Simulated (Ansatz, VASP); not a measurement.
# One calculation of C, two programs

```
C
1.0
     2.46565    0.00000    0.00000
    -1.23283    2.13532    0.00000
     0.00000    0.00000   17.50007
C
4
Direct
  0.66667 0.33333 0.25714
  0.33333 0.66667 0.25714
  0.66667 0.66667 0.42915
  0.33333 0.00000 0.42914
```

Alike in both runs: task single point; functional PBE; dispersion D3(BJ); k mesh 15 × 15 × 1; occupations gaussian, width 0.1 eV; no spin polarisation.

```csv
,VASP,Ansatz
version,VASP 6.6.1,Ansatz 0.2.0
potentials or method,"VASP PAW PBE potentials, release 64 (C), cutoff 520 eV","scalar-relativistic, plane waves, PAW"
valence electrons in the cell,16,16
```

```csv
,VASP,Ansatz,Ansatz less VASP
gap on the k mesh at the Fermi level (eV),0.69,0.69,0.000
least direct gap on the mesh (eV),0.69,0.69,0.000
rms of the force components (eV/Å),0.099,0.099,-0.0001
```

Atom by atom the forces differ by 0.000 eV/Å (rms over components). Ansatz's warnings: structure snapped to symmetry.
